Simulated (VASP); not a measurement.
# BN (F-43m) in VASP: a series of runs

Runs on BN. Level: LDA. Tasks: single point, relaxation of cell and atoms.

All numbers are computed with VASP 6.6.1; they aren't measurements. Logs are shortened: lines on timing, memory, paths and dates and some standing lists are left out, and cuts for length are marked.

### Step 1. The cell of the first run

Symmetry: F-43m, No. 216, cubic system. Conventional cell: a = 3.575 Å, b = 3.575 Å, c = 3.575 Å, α = 90.00°, β = 90.00°, γ = 90.00°. B (site symmetry -43m) has 4 N at 1.55 Å within 2.1 Å. N (site symmetry -43m) has 4 B at 1.55 Å within 2.1 Å.

### Step 2. Single point, LDA

INCAR

```
SYSTEM = BN
PREC = Accurate
ENCUT = 600
EDIFF = 1E-6
ISMEAR = 0
SIGMA = 0.01
LREAL = .FALSE.
LASPH = .TRUE.
NELM = 120
ALGO = Normal
ISIF = 2
LWAVE = .FALSE.
LCHARG = .FALSE.
NBANDS = 11
GGA_COMPAT = .FALSE.
```

KPOINTS

```
Automatic mesh
0
G
  12 12 12
  0 0 0
```

POSCAR

```
BN
1.0
    0.0000000000      1.7873230937      1.7873230937
    1.7873230937      0.0000000000      1.7873230937
    1.7873230937      1.7873230937      0.0000000000
B N
1 1
Direct
    0.0000000000      0.0000000000      0.0000000000
    0.7500000000      0.7500000000      0.7500000000
```

Potentials or basis: VASP PAW LDA potentials, release 64 (B, N).

Run with:

```console
$ cat potpaw_LDA.64/B/POTCAR potpaw_LDA.64/N/POTCAR > POTCAR
$ mpirun -np 1 vasp_std > vasp.out
```

OUTCAR:

```text
SYSTEM = BN
   PREC = Accurate
   ENCUT = 600
   EDIFF = 1E-6
   ISMEAR = 0
   LREAL = .FALSE.
   LASPH = .TRUE.
   NELM = 120
   ISIF = 2

 ion  position               nearest neighbor table
   1  0.000  0.000  0.000-   2 1.55   2 1.55   2 1.55   2 1.55
   2  0.750  0.750  0.750-   1 1.55   1 1.55   1 1.55   1 1.55

  LATTYP: Found a face centered cubic cell.
 ALAT       =     3.5746461874

  Lattice vectors:

 A1 = (   0.0000000000,   1.7873230937,   1.7873230937)
 A2 = (   1.7873230937,   0.0000000000,   1.7873230937)
 A3 = (   1.7873230937,   1.7873230937,   0.0000000000)

Analysis of symmetry for initial positions (statically):
=====================================================================
 Subroutine PRICEL returns:
 Original cell was already a primitive cell.

 Routine SETGRP: Setting up the symmetry group for a
 face centered cubic supercell.

 Subroutine GETGRP returns: Found 24 space group operations
 (whereof 24 operations were pure point group operations)
 out of a pool of 48 trial point group operations.

The static configuration has the point symmetry T_d .

Analysis of symmetry for dynamics (positions and initial velocities):
=====================================================================
 Subroutine PRICEL returns:
 Original cell was already a primitive cell.

 Routine SETGRP: Setting up the symmetry group for a
 face centered cubic supercell.

 Subroutine GETGRP returns: Found 24 space group operations
 (whereof 24 operations were pure point group operations)
 out of a pool of 48 trial point group operations.

The dynamic configuration has the point symmetry T_d .

 Subroutine INISYM returns: Found 24 space group operations
 (whereof 24 operations are pure point group operations),
 and found     1 'primitive' translations

----------------------------------------------------------------------------------------

                                     Primitive cell

  volume of cell :      11.4193

  direct lattice vectors                    reciprocal lattice vectors
     0.000000000  1.787323094  1.787323094    -0.279747966  0.279747966  0.279747966
     1.787323094  0.000000000  1.787323094     0.279747966 -0.279747966  0.279747966
     1.787323094  1.787323094  0.000000000     0.279747966  0.279747966 -0.279747966

  length of vectors
     2.527656559  2.527656559  2.527656559     0.484537690  0.484537690  0.484537690

  position of ions in fractional coordinates (direct lattice)
     0.000000000  0.000000000  0.000000000
     0.750000000  0.750000000  0.750000000

  ion indices of the primitive-cell ions
   primitive index   ion index
                 1           1
                 2           2

----------------------------------------------------------------------------------------

 KPOINTS: Automatic mesh

Automatic generation of k-mesh.
 Grid dimensions read from file:
 generate k-points for:   12   12   12

 Generating k-lattice:

  Cartesian coordinates                     Fractional coordinates (reciprocal lattice)
    -0.023312330  0.023312330  0.023312330     0.083333333  0.000000000  0.000000000
     0.023312330 -0.023312330  0.023312330     0.000000000  0.083333333  0.000000000
     0.023312330  0.023312330 -0.023312330     0.000000000  0.000000000  0.083333333

  Length of vectors
     0.040378141  0.040378141  0.040378141

  Shift w.r.t. Gamma in fractional coordinates (k-lattice)
     0.000000000  0.000000000  0.000000000

 Subroutine IBZKPT returns following result:
 ===========================================

 Found     72 irreducible k-points:

 Following reciprocal coordinates:
            Coordinates               Weight
  0.000000  0.000000  0.000000      1.000000
  0.083333  0.000000  0.000000      8.000000
  0.166667  0.000000  0.000000      8.000000
  0.250000  0.000000  0.000000      8.000000
  0.333333  0.000000  0.000000      8.000000
  0.416667  0.000000  0.000000      8.000000
[... 16 lines left out ...]
  0.500000  0.166667  0.000000     24.000000
 -0.416667  0.166667  0.000000     24.000000
 [... further k-points ...]
   k-points           NKPTS =     72   k-points in BZ     NKDIM =     72   number of bands    NBANDS=     11
   number of dos      NEDOS =    301   number of ions     NIONS =      2
   total plane-waves  NPLWV =   8000
   dimension x,y,z NGX =    20 NGY =   20 NGZ =   20
   dimension x,y,z NGXF=    40 NGYF=   40 NGZF=   40
   ions per type =               1   1
   NGX,Y,Z   is equivalent  to a cutoff of  13.15, 13.15, 13.15 a.u.
   NGXF,Y,Z  is equivalent  to a cutoff of  26.31, 26.31, 26.31 a.u.
 SYSTEM =  BN
   PREC   = accura    normal or accurate (medium, high low for compatibility)
   ISTART =      0    job   : 0-new  1-cont  2-samecut
   ICHARG =      2    charge: 1-file 2-atom 10-const
   ISPIN  =      1    spin polarized calculation?
   LNONCOLLINEAR =      F non collinear calculations
   LSORBIT =      F    spin-orbit coupling
   LASPH  =      T    aspherical Exc in radial PAW
   ENCUT  =  600.0 eV  44.10 Ry    6.64 a.u.   5.05  5.05  5.05*2*pi/ulx,y,z
   NELM   =    120;   NELMIN=  2; NELMDL= -5     # of ELM steps
   EDIFF  = 0.1E-05   stopping-criterion for ELM
   LREAL  =      F    real-space projection
   EDIFFG = 0.1E-04   stopping-criterion for IOM
   NSW    =      0    number of steps for IOM
   IBRION =     -1    ionic relax: 0-MD 1-quasi-New 2-CG
   NFREE  =      0    steps in history (QN), initial steepest desc. (CG)
   ISIF   =      2    stress and relaxation
   ISYM   =      2    0-nonsym 1-usesym 2-fastsym
   POTIM  = 0.5000    time-step for ionic-motion
   TEBEG  =    0.0;   TEEND  =   0.0 temperature during run
   PSTRESS=    0.0 pullay stress
   NELECT =       8.0000    total number of electrons
   NUPDOWN=      -1.0000    fix difference up-down
   EMIN   =  10.00;   EMAX   =-10.00  energy-range for DOS
   EFERMI =   0.00;   METHOD = LEGACY
   ISMEAR =     0;   SIGMA  =   0.01  broadening in eV -4-tet -1-fermi 0-gaus
   EFERMI_NEDOS =   21; number of points for ismear=-14 and -15
   IALGO  =     38    algorithm
   IMIX   =      4    mixing-type and parameters
     AMIX     =   0.40;   BMIX     =  1.00
     AMIX_MAG =   1.60;   BMIX_MAG =  1.00
  volume/ion in A,a.u.               =       5.71        38.53
  Fermi-wavevector in a.u.,A,eV,Ry     =   1.453980  2.747624 28.763502  2.114058
  Thomas-Fermi vector in A             =   2.571184
   LORBIT       =      0    0 simple, 1 ext, 2 COOP (PROOUT), +10 PAW based schemes
   GGA     = CA    functional components
   LHFCALC =     F    Hartree Fock is set to
   AEXX    =    0.0000 exact exchange contribution
   IVDW    =     0    specifies the selected vdW correction
   LEPSILON=     F    determine dielectric tensor
   LRPA    =     F    only Hartree local field effects (RPA)
 non-spin polarized calculation
 Gauss-broadening in eV      SIGMA  =   0.01
  energy-cutoff  :      600.00
  volume of cell :       11.42
 maximum number of plane-waves:       392
   NGX =  9   NGY =  9   NGZ =  9

 number of electron       7.9999999 magnetization

 Free energy of the ion-electron system (eV)
  ---------------------------------------------------
  ext. energy  EPLUGINS =         0.00000000
  ---------------------------------------------------
  free energy    TOTEN  =       -19.41554570 eV

  energy without entropy =      -19.41554570  energy(sigma->0) =      -19.41554570

 E-fermi :   7.9204     XC(G=0): -13.2675

 val. band max:        7.8156362957   @ k =   0.0000   0.0000   0.0000
 cond. band min:      12.1982126328   @ k =   0.5000   0.5000   0.0000
 fundamental gap:      4.3825763372
 Fermi energy:         7.9203658967

 k-point     1 :       0.0000    0.0000    0.0000
  band No.  band energies     occupation
      1     -12.6402      2.00000
      2       7.8156      2.00000
      3       7.8156      2.00000
      4       7.8156      2.00000
      5      16.6580      0.00000
      6      16.6580      0.00000
      7      16.6580      0.00000
      8      18.8075      0.00000
      9      32.9463      0.00000
     10      36.0214      0.00000
     11      36.0214      0.00000

 k-point     2 :       0.0833    0.0000    0.0000
  band No.  band energies     occupation
      1     -12.4663      2.00000
      2       6.8890      2.00000
      3       7.6261      2.00000
      4       7.6261      2.00000
      5      16.9333      0.00000
      6      16.9427      0.00000
      7      16.9427      0.00000
      8      19.3166      0.00000
      9      32.6081      0.00000
     10      33.6220      0.00000
     11      33.6220      0.00000

 k-point     3 :       0.1667    0.0000    0.0000
  band No.  band energies     occupation
      1     -11.9497      2.00000
      2       4.7502      2.00000
      3       7.1678      2.00000
      4       7.1678      2.00000
      5      17.3803      0.00000
      6      17.6009      0.00000
      7      17.6009      0.00000
      8      20.5323      0.00000
      9      31.8927      0.00000
     10      32.0202      0.00000
     11      32.0202      0.00000

 k-point     4 :       0.2500    0.0000    0.0000
  band No.  band energies     occupation
      1     -11.1120      2.00000
      2       2.2267      2.00000
      3       6.6412      2.00000
      4       6.6412      2.00000
      5      17.7972      0.00000
      6      18.2212      0.00000
      7      18.2212      0.00000
      8      21.7430      0.00000
      9      31.3339      0.00000
     10      31.6097      0.00000
     11      31.6097      0.00000
[... 239 lines left out ...]
 k-point    22 :       0.4167    0.1667    0.0000
  band No.  band energies     occupation
      1      -9.0715      2.00000
      2      -0.5516      2.00000
      3       4.6111      2.00000
      4       4.7405      2.00000
      5      16.3738      0.00000
      6      20.5547      0.00000
      7      20.8323      0.00000
      8      21.8235      0.00000
      9      28.3389      0.00000
     10      34.4479      0.00000
     11      36.5584      0.00000

 k-point    23 :       0.5000    0.1667    0.0000
  band No.  band energies     occupation
      1      -8.0266      2.00000
      2      -2.2000      2.00000
      3       4.0051      2.00000
      4       4.8185      2.00000
      5      16.7158      0.00000
      6      20.5494      0.00000
      7      20.5726      0.00000
      8      23.1353      0.00000
      9      28.6929      0.00000
     10      34.6272      0.00000
     11      35.7362      0.00000

 k-point    24 :      -0.4167    0.1667    0.0000
  band No.  band energies     occupation
      1      -7.8201      2.00000
      2      -2.4932      2.00000
      3       3.5863      2.00000
      4       5.1473      2.00000
      5      17.1682      0.00000
      6      20.1652      0.00000
      7      20.4223      0.00000
      8      23.7749      0.00000
      9      28.9763      0.00000
     10      33.4145      0.00000
     11      34.8906      0.00000

 [... further k-points ...]
[... 5 lines left out ...]
  --------------------------------------------------------------------------------------
  -------------------------------------------------------------------------------------
  Total        0.1986278      0.1986278      0.1986278      0.0000000      0.0000000      0.0000000
  in kB       27.8683665     27.8683665     27.8683665      0.0000000      0.0000000      0.0000000
  external PRESSURE =      27.8683665 kB  Pullay stress =       0.0000000 kB

 VOLUME and BASIS-vectors are now :
 -----------------------------------------------------------------------------
  energy-cutoff  :      600.00
  volume of cell :       11.42
      direct lattice vectors                 reciprocal lattice vectors
     0.000000000  1.787323094  1.787323094    -0.279747966  0.279747966  0.279747966
     1.787323094  0.000000000  1.787323094     0.279747966 -0.279747966  0.279747966
     1.787323094  1.787323094  0.000000000     0.279747966  0.279747966 -0.279747966

 POSITION                                       TOTAL-FORCE (eV/Angst)
 -----------------------------------------------------------------------------------
      0.00000      0.00000      0.00000        -0.000000     -0.000000     -0.000000
      2.68098      2.68098      2.68098         0.000000      0.000000      0.000000
 -----------------------------------------------------------------------------------
    total drift:                                0.000000      0.000000      0.000000

  FREE ENERGIE OF THE ION-ELECTRON SYSTEM (eV)
  ---------------------------------------------------
  free  energy   TOTEN  =       -19.4155457030 eV

  energy  without entropy=      -19.4155457030  energy(sigma->0) =      -19.41554570
```

Run time: 3.2 s. Hardware: 1 thread of Intel Xeon 6975P-C (Granite Rapids), shared host; peak memory 0.11 GiB.

Results:

```
Free energy            : -19.4155 eV
Pressure               : 2.8 GPa
Band gap on the k mesh : 4.38 eV, indirect (least direct gap 8.84 eV)
```

A k mesh can miss the band edges. Expect the measured gap to be larger: semilocal functionals such as LDA lack the derivative discontinuity.

### Step 3. Relaxation of cell and atoms, LDA

This run uses another cell than the first one, of 5.96 Å³/atom, 1.044 times its volume.

INCAR

```
SYSTEM = BN
ALGO = Normal
EDIFF = 1E-7
EDIFFG = -0.05
ENCUT = 600
GGA_COMPAT = .FALSE.
IBRION = 2
ISIF = 3
ISMEAR = 0
LASPH = .TRUE.
LCHARG = .FALSE.
LREAL = .FALSE.
LWAVE = .FALSE.
NELM = 120
NELMIN = 4
NSW = 100
PREC = Accurate
SIGMA = 0.1
```

KPOINTS

```
k-points
0
G
  10 10 10
  0 0 0
```

POSCAR

```
BN
1.0
    0.0000000000      1.8130010000      1.8130010000
    1.8130010000      0.0000000000      1.8130010000
    1.8130010000      1.8130010000      0.0000000000
B N
1 1
Direct
    0.0000000000      0.0000000000      0.0000000000
    0.7500000000      0.7500000000      0.7500000000
```

Potentials or basis: VASP PAW LDA potentials, release 64 (B, N).

Run with:

```console
$ cat potpaw_LDA.64/B/POTCAR potpaw_LDA.64/N/POTCAR > POTCAR
$ mpirun -np 1 vasp_std > vasp.out
```

It took 4.2 s on 1 thread of Intel Xeon 6975P-C (Granite Rapids), shared host; peak memory 0.11 GiB.

It converged, with:

| Item | Value |
| --- | --- |
| Free energy | -19.4176 eV |
| Relaxed volume | 5.75 Å³/atom |
| Relaxed cell | a = 2.533 Å, b = 2.533 Å, c = 2.533 Å, α = 60.00°, β = 60.00°, γ = 60.00° |
| Space group after relaxing (to 0.05 Å) | F-43m (No. 216) |
| Energy gained by relaxing | 9.2 meV/atom |
| Ionic steps | 3 |
| Pressure after relaxing | -0.1 GPa |
| Band gap on the k mesh | 4.38 eV, indirect (least direct gap 8.81 eV) |

Step by step:
| step | energy change (eV) | largest force (eV/Å) | pressure (GPa) | volume (Å³) |
| --- | --- | --- | --- | --- |
| 1 | 0.0000 | 0.0000 | -13.60 | 11.92 |
| 2 | 0.0027 | 0.0000 | 16.35 | 11.07 |
| 3 | -0.0185 | 0.0000 | -0.10 | 11.50 |

Final structure:
```xyz
2
Lattice="0.0000 1.7914 1.7914 1.7914 0.0000 1.7914 1.7914 1.7914 0.0000" Properties=species:S:1:pos:R:3 pbc="T T T"
B     0.0000    0.0000    0.0000
N     2.6871    2.6871    2.6871
```

Levels at points of the mesh, in eV from the valence-band top:
```
           k point  band 1  band 2  band 3  band 4  band 5  band 6  band 7  band 8
(0.00, 0.00, 0.00)  -20.38    0.00    0.00    0.00    8.81    8.81    8.81   10.88
(0.50, 0.00, 0.00)  -15.96  -10.96   -2.00   -2.00   10.56   10.71   10.71   15.29
(0.50, 0.50, 0.00)  -14.55   -9.06   -5.06   -5.06    4.38    9.30   18.11   18.11
```

A k mesh can miss the band edges. A hybrid or GW would open this gap; LDA tends to underestimate it.

### Step 4. Relaxation of cell and atoms, LDA, target pressure 2 GPa, at which the enthalpy is minimised

This run uses another cell than the first one, of 5.74 Å³/atom, 1.005 times its volume.

INCAR

```
SYSTEM = BN
ALGO     = Normal         ! electronic algorithm
EDIFF    = 1E-7           ! SCF threshold, eV
EDIFFG   = -0.001         ! ionic threshold
ENCUT    = 600            ! plane-wave cutoff, eV
GGA      = CA             ! functional
GGA_COMPAT= .FALSE.      
IBRION   = 2              ! ionic algorithm
ISIF     = 3              ! what is computed and relaxed
ISMEAR   = 0              ! smearing method
LASPH    = .TRUE.         ! aspherical terms in the spheres
LCHARG   = .FALSE.        ! write CHGCAR
LREAL    = .FALSE.        ! projectors in reciprocal space
LWAVE    = .FALSE.        ! write WAVECAR
NELM     = 120            ! most SCF steps
NELMIN   = 4            
NSW      = 80             ! ionic steps
PREC     = Accurate       ! precision mode
PSTRESS  = 20.0         
SIGMA    = 0.01           ! smearing width, eV
```

KPOINTS

```
k-points
0
G
  12 12 12
  0 0 0
```

POSCAR

```
BN
1.0
    0.0000000000      1.7902744185      1.7902744185
    1.7902744185      0.0000000000      1.7902744185
    1.7902744185      1.7902744185      0.0000000000
B N
1 1
Direct
    0.0000000000      0.0000000000      0.0000000000
    0.7500000000      0.7500000000      0.7500000000
```

Run with:

```console
$ cat potpaw_LDA.64/B/POTCAR potpaw_LDA.64/N/POTCAR > POTCAR
$ mpirun -np 1 vasp_std > vasp.out
```

Wall time 5.3 s (1 thread of Intel Xeon 6975P-C (Granite Rapids), shared host); peak memory 0.11 GiB.

The run converged. Its results:

```
Free energy                                            : -19.4160 eV
Relaxed volume                                         : 5.72 Å³/atom
Relaxed cell                                           : a = 2.529 Å, b = 2.529 Å, c = 2.529 Å, α = 60.00°, β = 60.00°, γ = 60.00°
Space group after relaxing (to 0.05 Å)                 : F-43m (No. 216)
Energy change on relaxing (the enthalpy is what falls) : +0.2 meV/atom
Ionic steps                                            : 3
Pressure after relaxing                                : 2.0 GPa
Band gap on the k mesh                                 : 4.38 eV, indirect (least direct gap 8.83 eV)
```

The path:
| step | energy change (eV) | largest force (eV/Å) | pressure (GPa) | volume (Å³) |
| --- | --- | --- | --- | --- |
| 1 | 0.0000 | 0.0000 | 0.73 | 11.48 |
| 2 | 0.0010 | 0.0000 | 3.42 | 11.40 |
| 3 | 0.0003 | 0.0000 | 2.00 | 11.44 |

Final structure:
```cif
data_structure
_symmetry_space_group_name_H-M 'P 1'
_symmetry_Int_Tables_number 1
_cell_length_a 2.5292
_cell_length_b 2.5292
_cell_length_c 2.5292
_cell_angle_alpha 60.000
_cell_angle_beta 60.000
_cell_angle_gamma 60.000
_cell_volume 11.44
loop_
_atom_site_label
_atom_site_type_symbol
_atom_site_fract_x
_atom_site_fract_y
_atom_site_fract_z
_atom_site_occupancy
B1 B 0.00000 0.00000 0.00000 1
N1 N 0.75000 0.75000 0.75000 1
```

Levels at points of the mesh, in eV from the valence-band top:
```tsv
k point	band 1	band 2	band 3	band 4	band 5	band 6	band 7	band 8
(0.00, 0.00, 0.00)	-20.43	0.00	0.00	0.00	8.83	8.83	8.83	10.96
(0.50, 0.00, 0.00)	-16.00	-11.01	-2.01	-2.01	10.63	10.74	10.74	15.34
(0.50, 0.50, 0.00)	-14.58	-9.09	-5.09	-5.09	4.38	9.32	18.19	18.19
```

Caveat: the cell is relaxed towards a set pressure, so the enthalpy falls and the energy may rise.

(Continued in part 2 of 2.)
